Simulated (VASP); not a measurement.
Cl: single point with PBEsol

Crystal: Cl.

```xyz
1
Lattice="2.2925 -3.1033 0.0426 2.2925 3.1033 0.0426 -1.4240 0.0000 2.0402" Properties=species:S:1:pos:R:3 pbc="T T T"
Cl    1.5805    0.0000    1.0627
```

This cell differs from its parent crystal: I replaced by Cl, lengths x 0.840, strained.

| Quantity | Value |
| --- | --- |
| Program | VASP 6.6.1 |
| Task | single point |
| Functional | PBEsol |
| Potentials or basis | VASP PAW PBE potentials, release 64 (Cl) |
| Cutoff | 520 eV |
| k mesh | 14 × 14 × 20 |
| Occupations | gaussian, width 0.1 eV |
| Spin | no spin polarisation |

- Pressure: -5.1 GPa
- Band gap on the k mesh: zero (an odd number of electrons rules out a gap without spin polarisation)

Stress tensor (GPa, compression positive):
```
 -5.47   0.00   6.32
  0.00   0.28   0.00
  6.32   0.00 -10.25
```

Levels at points of the mesh, in eV from the Fermi level:
```
           k point  band 1  band 2  band 3  band 4  band 5  band 6  band 7  band 8
(0.00, 0.00, 0.00)  -14.86   -1.25   -1.10    3.31    6.74   11.73   12.60   14.12
(0.50, 0.00, 0.00)  -14.60   -2.99   -1.47    3.29    8.50   12.43   13.89   16.79
(0.50, 0.50, 0.00)  -14.55   -2.97   -1.73    3.21    8.20   12.97   13.45   17.23
(0.00, 0.00, 0.50)  -12.02   -4.88   -0.43   -0.02    8.82    9.88   16.34   16.61
(0.50, 0.00, 0.50)  -12.12   -5.02   -0.06    0.29    9.45   11.74   13.82   14.32
(0.50, 0.50, 0.50)  -12.04   -4.90   -0.41    0.03    8.84   10.05   16.10   16.46
```

Wall time 2.8 min on 1 thread of Oxide Virtual Turin-like Processor, on a shared host, peak memory 0.31 GiB.

Caveat: the cell differs from its parent crystal (I replaced by Cl, lengths x 0.840, strained); the stress differs along the axes, from -10 to 0 GPa; the PAW data sets were made with another functional, which shifts forces and pressure a little; an odd number of electrons without spin polarisation forces a metal; a magnetic or distorted state may lie lower.
